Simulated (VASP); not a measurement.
# TiS2 (P-3m1) in VASP: single point with HSE06

Aim: the single point of TiS2 with HSE06.

Everything below comes from runs of VASP 6.6.1. Logs are shortened: lines on timing, memory, paths and dates and some standing lists are left out, and cuts for length are marked.

## Step 1: The cell of the first run

It takes space group P-3m1 (No. 164, trigonal). Conventional cell: a = 3.359 Å, b = 3.359 Å, c = 5.653 Å, α = 90.00°, β = 90.00°, γ = 120.00°. Ti (site symmetry -3m) has 6 S at 2.40 Å within 3.2 Å. S (site symmetry 3m) has 3 Ti at 2.40 Å within 3.2 Å.

## Step 2: Single point, HSE06 (strain -1.5%)

The input, POSCAR:

```
TiS2
1.0
    3.3594425170      0.0000000000      0.0000000000
   -1.6797212585      2.9093625623      0.0000000000
    0.0000000000      0.0000000000      5.6526394244
Ti S
1 2
Direct
    0.0000000000      0.0000000000      0.0000000000
    0.3333333333      0.6666666667      0.2515206298
    0.6666666667      0.3333333333      0.7484793702
```

The input, INCAR.step1:

```
PREC = Accurate
ENCUT = 400
EDIFF = 1E-5
ISMEAR = -1
SIGMA = 0.02
LREAL = F
LASPH = T
NELM = 120
ALGO = Normal
ISIF = 2
LWAVE = T
LCHARG = F
NBANDS = 19
GGA = PE
GGA_COMPAT = F
```

The input, INCAR.step2:

```
PREC = Accurate
ENCUT = 400
EDIFF = 1E-6
ISMEAR = -1
SIGMA = 0.02
LREAL = F
LASPH = T
NELM = 120
ALGO = Normal
ISIF = 2
LWAVE = F
LCHARG = F
GGA = PE
LHFCALC = T
HFSCREEN = 0.2079
PRECFOCK = Normal
NBANDS = 19
ISTART = 1
GGA_COMPAT = F
```

The input, KPOINTS:

```
regular mesh
0
Gamma
  6 6 4
```

Potentials or basis: VASP PAW PBE potentials, release 64 (Ti_sv, S).

Command:

```console
> cat potpaw_PBE.64/Ti_sv/POTCAR potpaw_PBE.64/S/POTCAR > POTCAR
> cp INCAR.step1 INCAR
> mpirun -np 1 vasp_std > vasp.out
> cp INCAR.step2 INCAR
> mpirun -np 1 vasp_std > vasp.out
```

OUTCAR:

```text
PREC = Accurate
   ENCUT = 400
   EDIFF = 1E-6
   ISMEAR = -1
   LREAL = F
   LASPH = T
   NELM = 120
   ISIF = 2
   GGA = PE
   LHFCALC = T
   HFSCREEN = 0.2079
   PRECFOCK = Normal
   ISTART = 1

 ion  position               nearest neighbor table
   1  0.000  0.000  0.000-   2 2.40   3 2.40   3 2.40   2 2.40   3 2.40   2 2.40
   2  0.333  0.667  0.252-   1 2.40   1 2.40   1 2.40
   3  0.667  0.333  0.748-   1 2.40   1 2.40   1 2.40

  LATTYP: Found a hexagonal cell.
 ALAT       =     3.3594425170
 C/A-ratio  =     1.6826123370

  Lattice vectors:

 A1 = (   3.3594425170,   0.0000000000,   0.0000000000)
 A2 = (  -1.6797212585,   2.9093625623,   0.0000000000)
 A3 = (   0.0000000000,   0.0000000000,   5.6526394244)

Analysis of symmetry for initial positions (statically):
=====================================================================
 Subroutine PRICEL returns:
 Original cell was already a primitive cell.

 Routine SETGRP: Setting up the symmetry group for a
 hexagonal supercell.

 Subroutine GETGRP returns: Found 12 space group operations
 (whereof 12 operations were pure point group operations)
 out of a pool of 24 trial point group operations.

The static configuration has the point symmetry D_3d.

Analysis of symmetry for dynamics (positions and initial velocities):
=====================================================================
 Subroutine PRICEL returns:
 Original cell was already a primitive cell.

 Routine SETGRP: Setting up the symmetry group for a
 hexagonal supercell.

 Subroutine GETGRP returns: Found 12 space group operations
 (whereof 12 operations were pure point group operations)
 out of a pool of 24 trial point group operations.

The dynamic configuration has the point symmetry D_3d.

 Subroutine INISYM returns: Found 12 space group operations
 (whereof 12 operations are pure point group operations),
 and found     1 'primitive' translations

----------------------------------------------------------------------------------------

                                     Primitive cell

  volume of cell :      55.2480

  direct lattice vectors                    reciprocal lattice vectors
     3.359442517  0.000000000  0.000000000     0.297668436  0.171858952  0.000000000
    -1.679721259  2.909362562  0.000000000     0.000000000  0.343717903  0.000000000
     0.000000000  0.000000000  5.652639424     0.000000000  0.000000000  0.176908507

  length of vectors
     3.359442517  3.359442517  5.652639424     0.343717903  0.343717903  0.176908507

  position of ions in fractional coordinates (direct lattice)
     0.000000000  0.000000000  0.000000000
     0.333333333  0.666666667  0.251520630
     0.666666667  0.333333333  0.748479370

  ion indices of the primitive-cell ions
   primitive index   ion index
                 1           1
                 2           2
                 3           3

----------------------------------------------------------------------------------------

 KPOINTS: regular mesh

Automatic generation of k-mesh.
 Grid dimensions read from file:
 generate k-points for:    6    6    4

 Generating k-lattice:

  Cartesian coordinates                     Fractional coordinates (reciprocal lattice)
     0.049611406  0.028643159  0.000000000     0.166666667  0.000000000  0.000000000
     0.000000000  0.057286317  0.000000000     0.000000000  0.166666667  0.000000000
     0.000000000  0.000000000  0.044227127     0.000000000  0.000000000  0.250000000

  Length of vectors
     0.057286317  0.057286317  0.044227127

  Shift w.r.t. Gamma in fractional coordinates (k-lattice)
     0.000000000  0.000000000  0.000000000

 Subroutine IBZKPT returns following result:
 ===========================================

 Found     24 irreducible k-points:

 Following reciprocal coordinates:
            Coordinates               Weight
  0.000000  0.000000  0.000000      1.000000
  0.166667 -0.000000  0.000000      6.000000
  0.333333 -0.000000  0.000000      6.000000
  0.500000 -0.000000  0.000000      3.000000
  0.166667  0.166667  0.000000      6.000000
  0.333333  0.166667  0.000000     12.000000
[... 16 lines left out ...]
  0.333333  0.166667  0.500000     12.000000
  0.333333  0.333333  0.500000      2.000000
   k-points           NKPTS =     24   k-points in BZ     NKDIM =    144   number of bands    NBANDS=     19
   number of dos      NEDOS =    301   number of ions     NIONS =      3
   total plane-waves  NPLWV =  23040
   dimension x,y,z NGX =    24 NGY =   24 NGZ =   40
   dimension x,y,z NGXF=    48 NGYF=   48 NGZF=   80
   ions per type =               1   2
   NGX,Y,Z   is equivalent  to a cutoff of  11.88, 11.88, 11.76 a.u.
   NGXF,Y,Z  is equivalent  to a cutoff of  23.75, 23.75, 23.53 a.u.
 SYSTEM =  unknown system
   PREC   = accura    normal or accurate (medium, high low for compatibility)
   ISTART =      1    job   : 0-new  1-cont  2-samecut
   ICHARG =      0    charge: 1-file 2-atom 10-const
   ISPIN  =      1    spin polarized calculation?
   LNONCOLLINEAR =      F non collinear calculations
   LSORBIT =      F    spin-orbit coupling
   LASPH  =      T    aspherical Exc in radial PAW
   ENCUT  =  400.0 eV  29.40 Ry    5.42 a.u.   5.48  5.48  9.22*2*pi/ulx,y,z
   NELM   =    120;   NELMIN=  2; NELMDL=  0     # of ELM steps
   EDIFF  = 0.1E-05   stopping-criterion for ELM
   LREAL  =      F    real-space projection
   EDIFFG = 0.1E-04   stopping-criterion for IOM
   NSW    =      0    number of steps for IOM
   IBRION =     -1    ionic relax: 0-MD 1-quasi-New 2-CG
   NFREE  =      0    steps in history (QN), initial steepest desc. (CG)
   ISIF   =      2    stress and relaxation
   ISYM   =      3    0-nonsym 1-usesym 2-fastsym
   POTIM  = 0.5000    time-step for ionic-motion
   TEBEG  =    0.0;   TEEND  =   0.0 temperature during run
   PSTRESS=    0.0 pullay stress
   NELECT =      24.0000    total number of electrons
   NUPDOWN=      -1.0000    fix difference up-down
   EMIN   =  10.00;   EMAX   =-10.00  energy-range for DOS
   EFERMI =   0.00;   METHOD = LEGACY
   ISMEAR =    -1;   SIGMA  =   0.02  broadening in eV -4-tet -1-fermi 0-gaus
   EFERMI_NEDOS =   21; number of points for ismear=-14 and -15
   IALGO  =     38    algorithm
   IMIX   =      1    mixing-type and parameters
     AMIX     =   0.40;   BMIX     =  1.00
     AMIX_MAG =   1.60;   BMIX_MAG =  1.00
  volume/ion in A,a.u.               =      18.42       124.28
  Fermi-wavevector in a.u.,A,eV,Ry     =   1.239861  2.342998 20.915641  1.537256
  Thomas-Fermi vector in A             =   2.374327
   LORBIT       =      0    0 simple, 1 ext, 2 COOP (PROOUT), +10 PAW based schemes
   GGA     = PE    functional components
   LHFCALC =     T    Hartree Fock is set to
   PRECFOCK=normal    Normal, Fast or Accurate (Low or Medium for compatibility)
   ENCUT4O =  -1.0   cutoff for four orbital integrals eV
   NKREDX  =     1    reduce k-point grid by
   NKREDY  =     1    reduce k-point grid by
   NKREDZ  =     1    reduce k-point grid by
   AEXX    =    0.2500 exact exchange contribution
   HFSCREEN=    0.2079 screening length (either q_TF or 0.3 A-1)
   HFSCREENC=   0.2079 screening length for correlation (either q_TF or 0.3 A-1)
   ENCUTFOCK=  -1.0 apply spherical cutoff to Coloumb kernel
   IVDW    =     0    specifies the selected vdW correction
   LEPSILON=     F    determine dielectric tensor
   LRPA    =     F    only Hartree local field effects (RPA)
 non-spin polarized calculation
  energy-cutoff  :      400.00
  volume of cell :       55.25
 maximum number of plane-waves:      1026
 NGX is ok and might be reduce to    24
  NGX = 18; NGY = 18; NGZ = 28

 number of electron      24.0000002 magnetization

 Free energy of the ion-electron system (eV)
  ---------------------------------------------------
  ext. energy  EPLUGINS =         0.00000000
  ---------------------------------------------------
  free energy    TOTEN  =       -24.16992810 eV

  energy without entropy =      -24.16992648  energy(sigma->0) =      -24.16992729

 E-fermi :   5.8454     XC(G=0):  -8.5125

 val. band max:        5.6684230039   @ k =   0.0000   0.0000   0.0000
 cond. band min:       6.0302311560   @ k =   0.5000  -0.0000   0.5000
 fundamental gap:      0.3618081521
 Fermi energy:         5.8453717584

 k-point     1 :       0.0000    0.0000    0.0000
  band No.  band energies     occupation
      1     -56.9824      2.00000
      2     -31.5791      2.00000
      3     -31.5016      2.00000
      4     -31.5016      2.00000
      5     -10.0320      2.00000
      6      -8.0514      2.00000
[... 11 lines left out ...]
     18      12.4881      0.00000
     19      13.6695      0.00000

 k-point     2 :       0.1667   -0.0000    0.0000
  band No.  band energies     occupation
      1     -56.9783      2.00000
      2     -31.5711      2.00000
      3     -31.5456      2.00000
      4     -31.5118      2.00000
      5      -9.6554      2.00000
      6      -7.9728      2.00000
[... 11 lines left out ...]
     18      13.9449      0.00000
     19      14.8742      0.00000

 k-point     3 :       0.3333   -0.0000    0.0000
  band No.  band energies     occupation
      1     -56.9700      2.00000
      2     -31.6328      2.00000
      3     -31.5550      2.00000
      4     -31.5320      2.00000
      5      -8.7335      2.00000
      6      -7.8345      2.00000
[... 11 lines left out ...]
     18      13.7926      0.00000
     19      14.3776      0.00000

 k-point     4 :       0.5000   -0.0000    0.0000
  band No.  band energies     occupation
      1     -56.9657      2.00000
      2     -31.6759      2.00000
      3     -31.5470      2.00000
      4     -31.5420      2.00000
      5      -8.0075      2.00000
      6      -7.9064      2.00000
[... 407 lines left out ...]
     18      14.9876      0.00000
     19      15.1459      0.00000

 k-point    23 :       0.3333    0.1667    0.5000
  band No.  band energies     occupation
      1     -56.9657      2.00000
      2     -31.6533      2.00000
      3     -31.5649      2.00000
      4     -31.5470      2.00000
      5      -8.0747      2.00000
      6      -7.8347      2.00000
[... 11 lines left out ...]
     18      13.2942      0.00000
     19      14.3121      0.00000

 k-point    24 :       0.3333    0.3333    0.5000
  band No.  band energies     occupation
      1     -56.9639      2.00000
      2     -31.6224      2.00000
      3     -31.6224      2.00000
      4     -31.5434      2.00000
      5      -7.7748      2.00000
      6      -7.7748      2.00000
[... 11 lines left out ...]
     18      14.3533      0.00000
     19      14.3533      0.00000

------------------------ aborting loop because EDIFF is reached ----------------------------------------

  FORCE on cell =-STRESS in cart. coord.  units (eV):
  Direction    XX          YY          ZZ          XY          YZ          ZX
  --------------------------------------------------------------------------------------
  -------------------------------------------------------------------------------------
  Total        0.9377809      0.9377809      0.2822360      0.0000000      0.0000000      0.0000000
  in kB       27.1954115     27.1954115      8.1847736      0.0000000      0.0000000      0.0000000
  external PRESSURE =      20.8585322 kB  Pullay stress =       0.0000000 kB

 VOLUME and BASIS-vectors are now :
 -----------------------------------------------------------------------------
  energy-cutoff  :      400.00
  volume of cell :       55.25
      direct lattice vectors                 reciprocal lattice vectors
     3.359442517  0.000000000  0.000000000     0.297668436  0.171858952  0.000000000
    -1.679721259  2.909362562  0.000000000     0.000000000  0.343717903  0.000000000
     0.000000000  0.000000000  5.652639424     0.000000000  0.000000000  0.176908507

 POSITION                                       TOTAL-FORCE (eV/Angst)
 -----------------------------------------------------------------------------------
      0.00000      0.00000      0.00000         0.000000     -0.000000      0.000000
     -0.00000      1.93958      1.42176         0.000000      0.000000     -0.244051
      1.67972      0.96979      4.23088        -0.000000     -0.000000      0.244051
 -----------------------------------------------------------------------------------
    total drift:                                0.000000     -0.000000      0.000001

  FREE ENERGIE OF THE ION-ELECTRON SYSTEM (eV)
  ---------------------------------------------------
  free  energy   TOTEN  =       -24.1699281001 eV

  energy  without entropy=      -24.1699264750  energy(sigma->0) =      -24.16992729
```

Run time: 29 min. Hardware: 1 thread of Intel Xeon 6975P-C (Granite Rapids), shared host; peak memory 0.27 GiB.

Results:

```
Free energy            : -24.1699 eV
Pressure               : 2.1 GPa
Largest force          : 0.244 eV/Å
Band gap on the k mesh : 0.36 eV (least direct gap 1.06 eV)
```

Forces in eV/Å, atoms in the order of the input:
```
Ti   0.000  0.000  0.000
S    0.000  0.000 -0.244
S    0.000  0.000  0.244
```

Caveat: the cell differs from its parent crystal (strain -1.5%); the PAW data sets were made with another functional, which shifts forces and pressure a little.
